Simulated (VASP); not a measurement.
Input of a VASP 6.6.1 run:

INCAR

```
SYSTEM = Zn16S17
PREC = Accurate
ENCUT = 520
EDIFF = 1E-7
ISMEAR = 0
SIGMA = 0.01
LREAL = Auto
LASPH = .True.
NELM = 100
ALGO = Normal
ISIF = 2
LWAVE = .False.
LCHARG = .True.
GGA = PE
LVHAR = .True.
NBANDS = 169
KPAR = 2
NCORE = 2
```

The input KPOINTS:

```
regular mesh
0
Gamma
  2 2 2
  0 0 0
```

The input POSCAR:

```
Zn16S17
1.0
    3.8473143590      6.6637439425      0.0000000000
   -3.8473143590      6.6637439425      0.0000000000
    0.0000000000      4.4424959617     12.5932143284
Zn S
16 17
Direct
    0.4212194347      0.4154485342      0.7539103458
    0.4208749399      0.9179617399      0.7503345507
    0.9159181249      0.4240166661      0.7505984148
    0.9248024227      0.9177741728      0.7448959363
   -0.0089818034      0.0078771068      0.9885405837
    0.0037208604      0.5147132281      0.9942623208
    0.5486729608     -0.0488148295      0.9915446044
    0.4988042975      0.4903490251      1.0019088790
    0.5761577798      0.5947199371      0.2527469052
    0.5779329105      0.0931646698      0.2484312593
    0.0788914421      0.6107182590      0.2479128995
    0.0573599754      0.1201840944      0.2832888668
    0.8307403671      0.8467454674      0.4991497157
    0.8239814193      0.3512933736      0.5117815652
    0.3381643546      0.8366783282      0.5041665476
    0.3320229548      0.3413377529      0.4996225652
    0.6713745333      0.6052718856      0.0668475511
    0.6519832806      0.1337814248      0.0593961871
    0.1446828415      0.6573864571      0.0596979906
    0.2262726530     -0.0216853364      0.0728214128
    0.8895514474      0.9225531788      0.3130478026
    0.8709284842      0.4417840947      0.3289402514
    0.3924678296      0.9039950383      0.3195238309
    0.3899086585      0.4069043864      0.3122617525
    0.4722735722      0.4847337199      0.5689493164
    0.4792394028      0.9878541338      0.5644715803
    0.9793393233      0.4943832904      0.5659488269
    0.9803956408      0.9913650239      0.5606036523
    0.0657200348      0.0693666121      0.8055628732
    0.0674864468      0.5634054169      0.8125269162
    0.5736213673      0.0592533492      0.8097613337
    0.5638447562      0.5646446057      0.8147785434
    0.1781166462      0.2423001099      0.1114601630
```

Potentials or basis: VASP PAW PBE potentials, release 64 (Zn, S).

Launch:

```sh
$ cat potpaw_PBE.64/Zn/POTCAR potpaw_PBE.64/S/POTCAR > POTCAR
$ mpirun -np 4 vasp_std > vasp.out
```

Problem. Predict the band gap on the k mesh.

Solution. 1.22 eV.

Problem. Predict the largest force.

Solution. 0.130 eV/Å.

Problem. Predict the pressure.

Solution. 2.7 GPa.

Forces in eV/Å, atoms in the order of the input:
```
Zn   0.004  0.003  0.007
Zn   0.000 -0.001  0.004
Zn   0.000 -0.003  0.003
Zn  -0.004 -0.001  0.006
Zn  -0.010  0.001 -0.010
Zn  -0.002  0.007 -0.010
Zn  -0.001  0.008 -0.010
Zn  -0.004 -0.005 -0.006
Zn  -0.007 -0.006  0.001
Zn  -0.001  0.001 -0.002
Zn   0.002  0.003 -0.003
Zn  -0.002 -0.007  0.003
Zn  -0.002 -0.003  0.000
Zn   0.003  0.000  0.009
Zn   0.001  0.002  0.000
Zn   0.003  0.000 -0.002
S   -0.012 -0.009  0.004
S   -0.001  0.001  0.015
S    0.000 -0.003  0.005
S   -0.067  0.095  0.056
S    0.000 -0.006 -0.002
S   -0.004  0.007 -0.008
S    0.004 -0.003 -0.003
S    0.001 -0.003 -0.002
S    0.001  0.000  0.001
S    0.001  0.000 -0.003
S    0.000  0.003 -0.004
S    0.002  0.002 -0.006
S    0.006  0.002 -0.004
S    0.000 -0.001 -0.002
S    0.005  0.002 -0.006
S   -0.004  0.003  0.003
S    0.088 -0.089 -0.033
```

Caveat: the k points lie up to 0.48 Å⁻¹ apart; the cell differs from its parent crystal (with an interstitial atom, then relaxed in part).
